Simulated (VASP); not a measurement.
# Si17C19 (a cell with a defect) in VASP: single point with PBE

Aim: the single point of Si17C19 (a cell with a defect) with PBE.

All numbers are computed with VASP 6.6.1; they aren't measurements. Logs are shortened: lines on timing, memory, paths and dates and some standing lists are left out, and cuts for length are marked.

## Step 1: The cell of the first run

The cell holds a defect, 36 atoms: a = 7.378 Å, b = 7.378 Å, c = 7.378 Å, α = 77.90°, β = 77.90°, γ = 77.90°.

## Step 2: Single point, PBE

Contents of INCAR:

```
ALGO = Normal ; EDIFF = 1E-7
ENCUT = 520 ; GGA = PE
ISIF = 2 ; ISMEAR = 0
LASPH = True ; LCHARG = True
LELF = True ; LREAL = Auto
LVHAR = True ; LWAVE = False
NBANDS = 96 ; NELM = 80
PREC = Accurate ; SIGMA = 0.01
```

Contents of KPOINTS:

```
Automatic mesh
0
Gamma
  2 2 2
  0.5 0.5 0.5
```

Contents of POSCAR:

```
Si17C19
1.0
    0.0000000000      5.3553911397      5.0742922929
   -4.6379047741     -2.6776955698      5.0742922929
    4.6379047741     -2.6776955698      5.0742922929
C Si
19 17
Direct
    0.3894413533      0.7224502035      0.3891834866
    0.5006926976      0.8337017427      0.5004351517
    0.8498200032      0.8484103170      0.1804011549
    0.5154023444      0.5136670606      0.8495623828
    0.5154023916      0.1828283274      0.1804006501
    0.8498200094      0.5136669625      0.5151443393
    0.1806588888      0.8484102361      0.8495619692
    0.1800990630      0.5131069641      0.1798413138
    0.8476413384      0.1806499534      0.8473836481
    0.1806587200      0.1828279766      0.5151438569
    0.2535543062      0.5865615978      0.5502908377
    0.5505477564      0.5865630760      0.2532970310
    0.2366361965      0.2366568489      0.9033910623
    0.2535546322      0.8835554807      0.2532971027
    0.5694025483      0.2321123730      0.5691441338
    0.9036491252      0.5696450563      0.9033910792
    0.9036489740      0.2366569160      0.2363786306
    0.5694027113      0.9024105512      0.8988465276
    0.8991043698      0.9024105377      0.5691448900
    0.7186152750      0.7248644478      0.0579773857
    0.3918564169      0.3912423051      0.7183578884
    0.3918562955      0.0516234704      0.0579769942
    0.7186150787      0.3912432624      0.3915983215
    0.0582348953      0.7248645033      0.7183574838
    0.0557521673      0.3887601934      0.0554943937
    0.7223511094      0.0553595744      0.7220932931
    0.0582347450      0.0516233325      0.3915985929
    0.4423664365      0.7753746113      0.7723414859
    0.7725991822      0.7753745132      0.4421088231
    0.4425607752      0.4485449603      0.1152790596
    0.4423662486      0.1056073358      0.4421080514
    0.7786556057      0.4443409872      0.7783977734
    0.1155367029      0.7755687400      0.1152783511
    0.1155368827      0.4485444200      0.4423027141
    0.7786556871      0.1116636893      0.1110744491
    0.1113323384      0.1116633459      0.7783972433
```

Potentials or basis: VASP PAW PBE potentials, release 64 (C, Si).

Command:

```
> cat potpaw_PBE.64/C/POTCAR potpaw_PBE.64/Si/POTCAR > POTCAR
> mpirun -np 1 vasp_std > vasp.out
```

OUTCAR:

```text
EDIFF = 1E-7
   ENCUT = 520
   GGA = PE
   ISIF = 2
   ISMEAR = 0
   LASPH = True
   LREAL = Auto
   NELM = 80
   PREC = Accurate

 ion  position               nearest neighbor table
   1  0.389  0.722  0.389-  14 1.69  12 1.69  11 1.69   2 1.69
   2  0.501  0.834  0.500-   1 1.69  31 1.94  28 1.94  29 1.94
   3  0.850  0.848  0.180-  29 1.89  35 1.89  33 1.91  20 1.91
   4  0.515  0.514  0.850-  28 1.89  32 1.89  30 1.91  21 1.91
   5  0.515  0.183  0.180-  31 1.89  35 1.89  30 1.91  22 1.91
   6  0.850  0.514  0.515-  29 1.89  32 1.89  34 1.91  23 1.91
[... 11 lines left out ...]
  18  0.569  0.902  0.899-  26 1.88  20 1.90  22 1.90  28 1.93
  19  0.899  0.902  0.569-  26 1.88  24 1.90  27 1.90  29 1.93
  20  0.719  0.725  0.058-  18 1.90   3 1.91  16 1.93  12 1.95  22 3.03  29 3.05  30 3.08  26 3.09
                            35 3.09  23 3.09  25 3.12  32 3.12  28 3.14
  21  0.392  0.391  0.718-  15 1.90   4 1.91  13 1.93  11 1.95  23 3.03  28 3.05  34 3.08  26 3.09
[... 14 lines left out ...]
                            32 3.10  36 3.10  33 3.11  30 3.11  26 3.13  22 3.14  20 3.14
  29  0.773  0.775  0.442-   6 1.89   3 1.89  19 1.93   2 1.94  20 3.05  23 3.05  28 3.06  31 3.06
                            32 3.10  35 3.10  34 3.11  33 3.11  26 3.13  27 3.14  24 3.14
  30  0.443  0.449  0.115-   8 1.88   5 1.91   4 1.91  12 1.96  34 3.03  33 3.03  23 3.08  20 3.08
                            31 3.11  28 3.11  25 3.11  32 3.12  35 3.12
  31  0.442  0.106  0.442-   5 1.89  10 1.89  15 1.93   2 1.94  22 3.05  27 3.05  29 3.06  28 3.06
                            35 3.10  36 3.10  34 3.11  30 3.11  26 3.13  23 3.14  21 3.14
  32  0.779  0.444  0.778-   4 1.89   6 1.89   9 1.89  16 1.90  35 3.09  36 3.09  21 3.09  23 3.09
                            25 3.09  29 3.10  28 3.10  26 3.11  30 3.12  34 3.12  24 3.12  20 3.12
  33  0.116  0.776  0.115-   8 1.88   7 1.91   3 1.91  14 1.96  30 3.03  34 3.03  22 3.08  27 3.08
                            28 3.11  29 3.11  25 3.11  36 3.12  35 3.12
  34  0.116  0.449  0.442-   8 1.88  10 1.91   6 1.91  11 1.96  30 3.03  33 3.03  21 3.08  24 3.08
                            31 3.11  29 3.11  25 3.11  36 3.12  32 3.12
  35  0.779  0.112  0.111-   5 1.89   3 1.89   9 1.89  17 1.90  36 3.09  32 3.09  20 3.09  22 3.09
                            25 3.09  31 3.10  29 3.10  26 3.11  33 3.12  30 3.12  27 3.12  23 3.12
  36  0.111  0.112  0.778-   7 1.89  10 1.89   9 1.89  13 1.90  35 3.09  32 3.09  27 3.09  24 3.09
                            25 3.09  28 3.10  31 3.10  26 3.11  34 3.12  33 3.12  21 3.12  22 3.12

  LATTYP: Found a trigonal (rhomboedric) cell.
 ALAT       =     7.3775779584
 COS(alpha) =     0.2096016303

  Lattice vectors:

 A1 = (   0.0000000000,   5.3553911397,   5.0742922929)
 A2 = (  -4.6379047741,  -2.6776955698,   5.0742922929)
 A3 = (   4.6379047741,  -2.6776955698,   5.0742922929)

Analysis of symmetry for initial positions (statically):
=====================================================================
 Subroutine PRICEL returns:
 Original cell was already a primitive cell.

 Routine SETGRP: Setting up the symmetry group for a
 trigonal (rhombohedral) supercell.

 Subroutine GETGRP returns: Found  6 space group operations
 (whereof  1 operations were pure point group operations)
 out of a pool of 12 trial point group operations.

The static configuration has the point symmetry C_1 .
 The point group associated with its full space group is C_3v.

Analysis of symmetry for dynamics (positions and initial velocities):
=====================================================================
 Subroutine PRICEL returns:
 Original cell was already a primitive cell.

 Routine SETGRP: Setting up the symmetry group for a
 trigonal (rhombohedral) supercell.

 Subroutine GETGRP returns: Found  6 space group operations
 (whereof  1 operations were pure point group operations)
 out of a pool of 12 trial point group operations.

The dynamic configuration has the point symmetry C_1 .
 The point group associated with its full space group is C_3v.

 Subroutine INISYM returns: Found  6 space group operations
 (whereof  1 operations are pure point group operations),
 and found     1 'primitive' translations

----------------------------------------------------------------------------------------

                                     Primitive cell

  volume of cell :     378.1027

  direct lattice vectors                    reciprocal lattice vectors
     0.000000000  5.355391140  5.074292293     0.000000000  0.124485150  0.065690606
    -4.637904774 -2.677695570  5.074292293    -0.107807302 -0.062242575  0.065690606
     4.637904774 -2.677695570  5.074292293     0.107807302 -0.062242575  0.065690606

  length of vectors
     7.377577958  7.377577958  7.377577958     0.140754425  0.140754425  0.140754425

  position of ions in fractional coordinates (direct lattice)
     0.389441353  0.722450204  0.389183487
     0.500692698  0.833701743  0.500435152
     0.849820003  0.848410317  0.180401155
     0.515402344  0.513667061  0.849562383
     0.515402392  0.182828327  0.180400650
     0.849820009  0.513666962  0.515144339
[... 28 lines left out ...]
     0.778655687  0.111663689  0.111074449
     0.111332338  0.111663346  0.778397243

  ion indices of the primitive-cell ions
   primitive index   ion index
                 1           1
                 2           2
                 3           3
                 4           4
                 5           5
                 6           6
[... 28 lines left out ...]
                35          35
                36          36

----------------------------------------------------------------------------------------

 KPOINTS: Automatic mesh

Automatic generation of k-mesh.
 Grid dimensions read from file:
 generate k-points for:    2    2    2

 Generating k-lattice:

  Cartesian coordinates                     Fractional coordinates (reciprocal lattice)
     0.000000000  0.062242575  0.032845303     0.500000000  0.000000000  0.000000000
    -0.053903651 -0.031121287  0.032845303    -0.000000000  0.500000000  0.000000000
     0.053903651 -0.031121287  0.032845303    -0.000000000  0.000000000  0.500000000

  Length of vectors
     0.070377212  0.070377212  0.070377212

  Shift w.r.t. Gamma in fractional coordinates (k-lattice)
     0.500000000  0.500000000  0.500000000

 Subroutine IBZKPT returns following result:
 ===========================================

 Found      2 irreducible k-points:

 Following reciprocal coordinates:
            Coordinates               Weight
  0.250000  0.250000  0.250000      2.000000
 -0.250000  0.250000  0.250000      6.000000
   k-points           NKPTS =      2   k-points in BZ     NKDIM =      2   number of bands    NBANDS=     96
   number of dos      NEDOS =    301   number of ions     NIONS =     36
   total plane-waves  NPLWV = 175616
   dimension x,y,z NGX =    56 NGY =   56 NGZ =   56
   dimension x,y,z NGXF=   112 NGYF=  112 NGZF=  112
   ions per type =              19  17
   NGX,Y,Z   is equivalent  to a cutoff of  12.62, 12.62, 12.62 a.u.
   NGXF,Y,Z  is equivalent  to a cutoff of  25.24, 25.24, 25.24 a.u.
 SYSTEM =  unknown system
   PREC   = accura    normal or accurate (medium, high low for compatibility)
   ISTART =      0    job   : 0-new  1-cont  2-samecut
   ICHARG =      2    charge: 1-file 2-atom 10-const
   ISPIN  =      1    spin polarized calculation?
   LNONCOLLINEAR =      F non collinear calculations
   LSORBIT =      F    spin-orbit coupling
   LASPH  =      T    aspherical Exc in radial PAW
   ENCUT  =  520.0 eV  38.22 Ry    6.18 a.u.  13.72 13.72 13.72*2*pi/ulx,y,z
   NELM   =     80;   NELMIN=  2; NELMDL= -5     # of ELM steps
   EDIFF  = 0.1E-06   stopping-criterion for ELM
   LREAL  =      T    real-space projection
   EDIFFG = 0.1E-05   stopping-criterion for IOM
   NSW    =      0    number of steps for IOM
   IBRION =     -1    ionic relax: 0-MD 1-quasi-New 2-CG
   NFREE  =      0    steps in history (QN), initial steepest desc. (CG)
   ISIF   =      2    stress and relaxation
   ISYM   =      2    0-nonsym 1-usesym 2-fastsym
   POTIM  = 0.5000    time-step for ionic-motion
   TEBEG  =    0.0;   TEEND  =   0.0 temperature during run
   PSTRESS=    0.0 pullay stress
   NELECT =     144.0000    total number of electrons
   NUPDOWN=      -1.0000    fix difference up-down
   EMIN   =  10.00;   EMAX   =-10.00  energy-range for DOS
   EFERMI =   0.00;   METHOD = LEGACY
   ISMEAR =     0;   SIGMA  =   0.01  broadening in eV -4-tet -1-fermi 0-gaus
   EFERMI_NEDOS =   21; number of points for ismear=-14 and -15
   IALGO  =     38    algorithm
   IMIX   =      4    mixing-type and parameters
     AMIX     =   0.40;   BMIX     =  1.00
     AMIX_MAG =   1.60;   BMIX_MAG =  1.00
  volume/ion in A,a.u.               =      10.50        70.88
  Fermi-wavevector in a.u.,A,eV,Ry     =   1.186658  2.242459 19.159157  1.408158
  Thomas-Fermi vector in A             =   2.322826
   LORBIT       =      0    0 simple, 1 ext, 2 COOP (PROOUT), +10 PAW based schemes
   GGA     = PE    functional components
   LHFCALC =     F    Hartree Fock is set to
   AEXX    =    0.0000 exact exchange contribution
   IVDW    =     0    specifies the selected vdW correction
   LEPSILON=     F    determine dielectric tensor
   LRPA    =     F    only Hartree local field effects (RPA)
 non-spin polarized calculation
 Gauss-broadening in eV      SIGMA  =   0.01
  energy-cutoff  :      520.00
  volume of cell :      378.10
 maximum number of plane-waves:     10189
 NGX is ok and might be reduce to    54
   NGX = 27   NGY = 27   NGZ = 27

 number of electron     143.9999999 magnetization

 Free energy of the ion-electron system (eV)
  ---------------------------------------------------
  ext. energy  EPLUGINS =         0.00000000
  ---------------------------------------------------
  free energy    TOTEN  =      -271.00440144 eV

  energy without entropy =     -271.00440144  energy(sigma->0) =     -271.00440144

 E-fermi :   7.7456     XC(G=0): -11.2408

 val. band max:        7.6969017757   @ k =   0.2500   0.2500   0.2500
 cond. band min:      10.3183121357   @ k =   0.2500   0.2500   0.2500
 fundamental gap:      2.6214103600
 Fermi energy:         7.7456389140

 k-point     1 :       0.2500    0.2500    0.2500
  band No.  band energies     occupation
      1      -7.4647      2.00000
      2      -6.3640      2.00000
      3      -5.6597      2.00000
      4      -5.6597      2.00000
      5      -5.3242      2.00000
      6      -5.0158      2.00000
[... 76 lines left out ...]
     83      12.0081      0.00000
     84      12.4799      0.00000

 k-point     2 :      -0.2500    0.2500    0.2500
  band No.  band energies     occupation
      1      -7.3132      2.00000
      2      -6.5434      2.00000
      3      -6.0787      2.00000
      4      -5.8343      2.00000
      5      -5.5865      2.00000
      6      -4.8368      2.00000
[... 76 lines left out ...]
     83      12.8446      0.00000
     84      12.9027      0.00000
 [bands above 84 left out]

------------------------ aborting loop because EDIFF is reached ----------------------------------------

  FORCE on cell =-STRESS in cart. coord.  units (eV):
  Direction    XX          YY          ZZ          XY          YZ          ZX
  --------------------------------------------------------------------------------------
  -------------------------------------------------------------------------------------
  Total      -13.4424013    -13.4424013    -12.8860863      0.0000000     -0.0000000      0.0000000
  in kB      -56.9610098    -56.9610098    -54.6036734      0.0000000     -0.0000000      0.0000000
  external PRESSURE =     -56.1752310 kB  Pullay stress =       0.0000000 kB

 VOLUME and BASIS-vectors are now :
 -----------------------------------------------------------------------------
  energy-cutoff  :      520.00
  volume of cell :      378.10
      direct lattice vectors                 reciprocal lattice vectors
     0.000000000  5.355391140  5.074292293     0.000000000  0.124485150  0.065690606
    -4.637904774 -2.677695570  5.074292293    -0.107807302 -0.062242575  0.065690606
     4.637904774 -2.677695570  5.074292293     0.107807302 -0.062242575  0.065690606

 POSITION                                       TOTAL-FORCE (eV/Angst)
 -----------------------------------------------------------------------------------
     -1.54566     -0.89101      7.61689        -0.000000     -0.000000     -0.004746
     -1.54566     -0.89101      9.31046         0.000000      0.000000      0.010705
     -3.09816      1.79627      9.53273        -0.003533     -0.005855      0.002765
      1.55785     -0.89013      9.53273        -0.003304      0.005987      0.002765
     -0.01126      1.78756      4.45843         0.003304      0.005987      0.002765
      0.00685      1.79628      9.53272         0.003533     -0.005855      0.002765
[... 28 lines left out ...]
     -0.00273      3.57358      5.08136         0.001055     -0.000609     -0.002308
      3.09225     -1.78708      5.08136        -0.000000      0.001218     -0.002308
 -----------------------------------------------------------------------------------
    total drift:                               -0.006048      0.007270      0.006613

  FREE ENERGIE OF THE ION-ELECTRON SYSTEM (eV)
  ---------------------------------------------------
  free  energy   TOTEN  =      -271.0044014401 eV

  energy  without entropy=     -271.0044014401  energy(sigma->0) =     -271.00440144
```

Run time: 3.2 min. Hardware: 1 thread of Intel Xeon Platinum 8259CL at 2.50GHz (Skylake/Cascade Lake), shared host; peak memory 0.41 GiB.

Results:

```yaml
Free_energy: -271.0044 eV
Pressure: -5.6 GPa
Largest_force: 0.015 eV/Å
Band_gap_on_the_k_mesh: 2.62 eV
```

Forces in eV/Å, atoms in the order of the input:
```
C    0.000  0.000 -0.005
C    0.000  0.000  0.011
C   -0.004 -0.006  0.003
C   -0.003  0.006  0.003
C    0.003  0.006  0.003
C    0.004 -0.006  0.003
C   -0.007  0.000  0.003
C    0.000  0.000 -0.004
C    0.000  0.000 -0.002
C    0.007  0.000  0.003
C    0.012 -0.007 -0.004
C    0.000  0.014 -0.004
C    0.000 -0.005 -0.004
C   -0.012 -0.007 -0.004
C    0.003  0.002  0.000
C    0.005  0.003 -0.004
C   -0.005  0.003 -0.004
C   -0.003  0.002  0.000
C    0.000 -0.004  0.000
Si  -0.001  0.002  0.002
Si   0.002  0.000  0.002
Si  -0.002  0.000  0.002
Si   0.001  0.002  0.002
Si   0.001 -0.002  0.002
Si   0.000  0.000  0.002
Si   0.000  0.000  0.000
Si  -0.001 -0.002  0.002
Si   0.001  0.000  0.003
Si   0.000  0.001  0.003
Si   0.000 -0.001 -0.003
Si  -0.001  0.000  0.003
Si  -0.001 -0.001 -0.002
Si   0.001  0.001 -0.003
Si  -0.001  0.001 -0.003
Si   0.001 -0.001 -0.002
Si   0.000  0.001 -0.002
```
